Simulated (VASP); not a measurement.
# Sn in VASP: further runs, part 2 of 2

VASP 6.6.1.

## (3) Single point, PBE (24.42 Å³/atom)

The input, INCAR:

```
SYSTEM = Sn
PREC = Accurate ; ENCUT = 520
EDIFF = 1E-6 ; ISMEAR = 0
SIGMA = 0.1 ; LREAL = .FALSE.
LASPH = .TRUE. ; NELM = 60
ALGO = Fast ; ISIF = 2
LWAVE = .FALSE. ; LCHARG = .FALSE.
GGA = PE ; NBANDS = 13
```

The input, KPOINTS:

```
Automatic mesh
0
G
  20 20 20
  0 0 0
```

The input, POSCAR:

```
Sn
1.0
   -1.9037386609      1.9037386609      1.6846851713
    1.9037386609     -1.9037386609      1.6846851713
    1.9037386609      1.9037386609     -1.6846851713
Sn
1
Direct
    0.5000000000      0.5000000000      0.0000000000
```

Potentials or basis: VASP PAW PBE potentials, release 64 (Sn_d).

Run with:

```sh
$ cat potpaw_PBE.64/Sn_d/POTCAR > POTCAR
$ mpirun -np 1 vasp_std > vasp.out
```

OUTCAR:

```text
SYSTEM = Sn
   PREC = Accurate
   ENCUT = 520
   EDIFF = 1E-6
   ISMEAR = 0
   LREAL = .FALSE.
   LASPH = .TRUE.
   NELM = 60
   ISIF = 2
   GGA = PE

 ion  position               nearest neighbor table
   1  0.500  0.500  0.000-

  LATTYP: Found a body centered tetragonal cell.
 ALAT       =     3.8074773218
 C/A-ratio  =     0.8849351047

  Lattice vectors:

 A1 = (  -1.9037386609,   1.9037386609,   1.6846851713)
 A2 = (   1.9037386609,  -1.9037386609,   1.6846851713)
 A3 = (   1.9037386609,   1.9037386609,  -1.6846851713)

Analysis of symmetry for initial positions (statically):
=====================================================================
 Subroutine PRICEL returns:
 Original cell was already a primitive cell.

 Routine SETGRP: Setting up the symmetry group for a
 body centered tetragonal supercell.

 Subroutine GETGRP returns: Found 16 space group operations
 (whereof 16 operations were pure point group operations)
 out of a pool of 16 trial point group operations.

The static configuration has the point symmetry D_4h.

Analysis of symmetry for dynamics (positions and initial velocities):
=====================================================================
 Subroutine PRICEL returns:
 Original cell was already a primitive cell.

 Routine SETGRP: Setting up the symmetry group for a
 body centered tetragonal supercell.

 Subroutine GETGRP returns: Found 16 space group operations
 (whereof 16 operations were pure point group operations)
 out of a pool of 16 trial point group operations.

The dynamic configuration has the point symmetry D_4h.

 Subroutine INISYM returns: Found 16 space group operations
 (whereof 16 operations are pure point group operations),
 and found     1 'primitive' translations

----------------------------------------------------------------------------------------

                                     Primitive cell

  volume of cell :      24.4227

  direct lattice vectors                    reciprocal lattice vectors
    -1.903738661  1.903738661  1.684685171     0.000000000  0.262641092  0.296791358
     1.903738661 -1.903738661  1.684685171     0.262641092  0.000000000  0.296791358
     1.903738661  1.903738661 -1.684685171     0.262641092  0.262641092  0.000000000

  length of vectors
     3.175941735  3.175941735  3.175941735     0.396314841  0.396314841  0.371430594

  position of ions in fractional coordinates (direct lattice)
     0.500000000  0.500000000  0.000000000

  ion indices of the primitive-cell ions
   primitive index   ion index
                 1           1

----------------------------------------------------------------------------------------

 KPOINTS: Automatic mesh

Automatic generation of k-mesh.
 Grid dimensions read from file:
 generate k-points for:   20   20   20

 Generating k-lattice:

  Cartesian coordinates                     Fractional coordinates (reciprocal lattice)
     0.000000000  0.013132055  0.014839568     0.050000000 -0.000000000  0.000000000
     0.013132055  0.000000000  0.014839568    -0.000000000  0.050000000  0.000000000
     0.013132055  0.013132055  0.000000000     0.000000000  0.000000000  0.050000000

  Length of vectors
     0.019815742  0.019815742  0.018571530

  Shift w.r.t. Gamma in fractional coordinates (k-lattice)
     0.000000000  0.000000000  0.000000000

 Subroutine IBZKPT returns following result:
 ===========================================

 Found    641 irreducible k-points:

 Following reciprocal coordinates:
            Coordinates               Weight
  0.000000  0.000000  0.000000      1.000000
  0.050000  0.000000  0.000000      8.000000
  0.100000 -0.000000  0.000000      8.000000
  0.150000  0.000000  0.000000      8.000000
  0.200000 -0.000000  0.000000      8.000000
  0.250000 -0.000000  0.000000      8.000000
[... 16 lines left out ...]
 -0.400000  0.050000  0.000000     16.000000
 -0.350000  0.050000  0.000000     16.000000
 [... further k-points ...]
   k-points           NKPTS =    641   k-points in BZ     NKDIM =    641   number of bands    NBANDS=     13
   number of dos      NEDOS =    301   number of ions     NIONS =      1
   total plane-waves  NPLWV =  13824
   dimension x,y,z NGX =    24 NGY =   24 NGZ =   24
   dimension x,y,z NGXF=    48 NGYF=   48 NGZF=   48
   ions per type =               1
   NGX,Y,Z   is equivalent  to a cutoff of  12.56, 12.56, 12.56 a.u.
   NGXF,Y,Z  is equivalent  to a cutoff of  25.13, 25.13, 25.13 a.u.
 SYSTEM =  Sn
   PREC   = accura    normal or accurate (medium, high low for compatibility)
   ISTART =      0    job   : 0-new  1-cont  2-samecut
   ICHARG =      2    charge: 1-file 2-atom 10-const
   ISPIN  =      1    spin polarized calculation?
   LNONCOLLINEAR =      F non collinear calculations
   LSORBIT =      F    spin-orbit coupling
   LASPH  =      T    aspherical Exc in radial PAW
   ENCUT  =  520.0 eV  38.22 Ry    6.18 a.u.   5.91  5.91  5.91*2*pi/ulx,y,z
   NELM   =     60;   NELMIN=  2; NELMDL= -5     # of ELM steps
   EDIFF  = 0.1E-05   stopping-criterion for ELM
   LREAL  =      F    real-space projection
[... 7 lines left out ...]
   TEBEG  =    0.0;   TEEND  =   0.0 temperature during run
   PSTRESS=    0.0 pullay stress
   NELECT =      14.0000    total number of electrons
   NUPDOWN=      -1.0000    fix difference up-down
   EMIN   =  10.00;   EMAX   =-10.00  energy-range for DOS
   EFERMI =   0.00;   METHOD = LEGACY
   ISMEAR =     0;   SIGMA  =   0.10  broadening in eV -4-tet -1-fermi 0-gaus
   EFERMI_NEDOS =   21; number of points for ismear=-14 and -15
   IALGO  =     68    algorithm
   IMIX   =      4    mixing-type and parameters
     AMIX     =   0.40;   BMIX     =  1.00
     AMIX_MAG =   1.60;   BMIX_MAG =  1.00
  volume/ion in A,a.u.               =      24.42       164.81
  Fermi-wavevector in a.u.,A,eV,Ry     =   1.359940  2.569914 25.163111  1.849436
  Thomas-Fermi vector in A             =   2.486645
   LORBIT       =      0    0 simple, 1 ext, 2 COOP (PROOUT), +10 PAW based schemes
   GGA     = PE    functional components
   LHFCALC =     F    Hartree Fock is set to
   AEXX    =    0.0000 exact exchange contribution
   IVDW    =     0    specifies the selected vdW correction
   LEPSILON=     F    determine dielectric tensor
   LRPA    =     F    only Hartree local field effects (RPA)
 non-spin polarized calculation
 RMM-DIIS sequential band-by-band and
 Gauss-broadening in eV      SIGMA  =   0.10
  energy-cutoff  :      520.00
  volume of cell :       24.42
 maximum number of plane-waves:       674
   NGX = 11   NGY = 11   NGZ = 11

 number of electron      13.9999997 magnetization

 Free energy of the ion-electron system (eV)
  ---------------------------------------------------
  ext. energy  EPLUGINS =         0.00000000
  ---------------------------------------------------
  free energy    TOTEN  =        -3.71327933 eV

  energy without entropy =       -3.71142116  energy(sigma->0) =       -3.71235024

 E-fermi :   9.4673     XC(G=0): -10.8761

 val. band max:        9.4588056905   @ k =   0.3500   0.1500   0.1500
 cond. band min:       9.4679296043   @ k =   0.5000   0.2500   0.0000
 fundamental gap:      0.0091239139
 Fermi energy:         9.4672554229

 k-point     1 :       0.0000    0.0000    0.0000
  band No.  band energies     occupation
      1     -12.2178      2.00000
      2     -12.1573      2.00000
      3     -12.1573      2.00000
      4     -12.0574      2.00000
      5     -11.9681      2.00000
      6      -2.4628      2.00000
      7      17.7368      0.00000
      8      17.7368      0.00000
      9      19.3305      0.00000
     10      21.3191      0.00000
     11      21.8272      0.00000
     12      21.8272      0.00000
     13      22.6534      0.00000
[... 353 lines left out ...]
 k-point    24 :      -0.3500    0.0500    0.0000
  band No.  band energies     occupation
      1     -12.2397      2.00000
      2     -12.1599      2.00000
      3     -12.0075      2.00000
      4     -12.0017      2.00000
      5     -11.9665      2.00000
      6       0.1953      2.00000
      7       9.3012      1.98112
      8      13.3011      0.00000
      9      14.9787      0.00000
     10      18.0171      0.00000
     11      19.0876      0.00000
     12      24.2152      0.00000
     13      26.3645      0.00000

 [... further k-points ...]

------------------------ aborting loop because EDIFF is reached ----------------------------------------

  FORCE on cell =-STRESS in cart. coord.  units (eV):
  Direction    XX          YY          ZZ          XY          YZ          ZX
  --------------------------------------------------------------------------------------
  -------------------------------------------------------------------------------------
  Total        1.2332779      1.2332779      1.2422105      0.0000000     -0.0000000      0.0000000
  in kB       80.9055136     80.9055136     81.4915103      0.0000000     -0.0000000      0.0000000
  external PRESSURE =      81.1008458 kB  Pullay stress =       0.0000000 kB

 VOLUME and BASIS-vectors are now :
 -----------------------------------------------------------------------------
  energy-cutoff  :      520.00
  volume of cell :       24.42
      direct lattice vectors                 reciprocal lattice vectors
    -1.903738661  1.903738661  1.684685171     0.000000000  0.262641092  0.296791358
     1.903738661 -1.903738661  1.684685171     0.262641092  0.000000000  0.296791358
     1.903738661  1.903738661 -1.684685171     0.262641092  0.262641092  0.000000000

 POSITION                                       TOTAL-FORCE (eV/Angst)
 -----------------------------------------------------------------------------------
      0.00000      0.00000      1.68469         0.000000     -0.000000      0.000000
 -----------------------------------------------------------------------------------
    total drift:                               -0.000000      0.000000      0.000000

  FREE ENERGIE OF THE ION-ELECTRON SYSTEM (eV)
  ---------------------------------------------------
  free  energy   TOTEN  =        -3.7132793294 eV

  energy  without entropy=       -3.7114211571  energy(sigma->0) =       -3.71235024
```

Wall time 59 s (1 thread of Intel Xeon 6975P-C (Granite Rapids), shared host); peak memory 0.29 GiB.

What came out:

- Free energy: -3.7133 eV
- Pressure: 8.1 GPa
- Band gap on the k mesh: zero (bands 7 and 8 overlap by 10.82 eV)

Caveat: the cell stands under pressure; spin-orbit coupling is left out, which moves the levels of the heavy elements.
